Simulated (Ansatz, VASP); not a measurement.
# Li2BrF: VASP beside Ansatz

POSCAR

```
Li2BrF
1.0
    3.5524599019      0.0000000000      0.0000000000
    0.0000000000      3.5524599019      0.0000000000
    0.0000000000      0.0000000000      4.8232899083
F Li Br
1 2 1
Direct
    0.0000000000      0.0000000000      0.0000000000
    0.0000000000      0.0000000000      0.5000000000
    0.5000000000      0.5000000000      0.0000000000
    0.5000000000      0.5000000000      0.5000000000
```

The input INCAR.step1:

```
ALGO = Normal
EDIFF = 1E-5
ENCUT = 520
GGA = PE
ISIF = 2
ISMEAR = 0
LASPH = True
LREAL = False
LWAVE = True
NBANDS = 18
NELM = 60
PREC = Accurate
SIGMA = 0.01
```

The input INCAR.step2:

```
AEXX = 0.2
ALGO = Normal
EDIFF = 1E-7
ENCUT = 520
GGA = PE
ISIF = 2
ISMEAR = 0
ISTART = 1
LASPH = True
LCHARG = True
LELF = True
LHFCALC = True
LREAL = False
LVHAR = True
LWAVE = False
NBANDS = 18
NELM = 60
PREC = Accurate
PRECFOCK = Normal
SIGMA = 0.01
```

Contents of KPOINTS:

```
k-points
0
Gamma
  4 4 2
```

Input for Ansatz:

```yaml
crystal:
  lattice:
    - [3.5524599019, 0.0, 0.0]
    - [0.0, 3.5524599019, 0.0]
    - [0.0, 0.0, 4.8232899083]
  atoms:
    - { symbol: F, position: [0.0, 0.0, 0.0] }
    - { symbol: Li, position: [0.0, 0.0, 0.5] }
    - { symbol: Br, position: [0.5, 0.5, 0.5] }
    - { symbol: Li, position: [0.5, 0.5, 0.0] }
kpoints:
  mp_grid: { grid: [4, 4, 2] }
hamiltonian:
  xc: { exchange: pbe, correlation: pbe, exx: { coeff: 0.2 } }
scf:
  occupations: { method: fixed }
  n_extra_bands: 5
output:
  forces: true
  stress: true
  eigenvalues: true
```

Alike in both runs: task single point; functional PBE-based global hybrid with a share of 0.2 of exact exchange; k mesh 4 × 4 × 2; no spin polarisation.

|  | VASP | Ansatz |
| --- | --- | --- |
| version | VASP 6.6.1 | Ansatz 0.2.0 |
| potentials or method | VASP PAW PBE potentials, release 64 (F, Li_sv, Br) | plane waves |
| plane-wave cutoff (eV) | 520 | 420 |
| occupations | gaussian, width 0.01 eV | fixed |
| valence electrons in the cell | 20 | 20 |

Ansatz gave:

```
gap on the k mesh at the Fermi level (eV) : 7.11
```

Problem. What did VASP give for the same quantities?

Solution. gap on the k mesh at the Fermi level (eV): 7.13.

VASP's potentials were made for PBE, not for PBE-based global hybrid. Ansatz's warnings: stress exchange threshold loose, stress scf threshold loose.

The k mesh is coarse, so the values compare programs but aren't converged. Noted on VASP's run: the cutoff is under 1.25 times that of the potentials, so the pressure is a little rough.
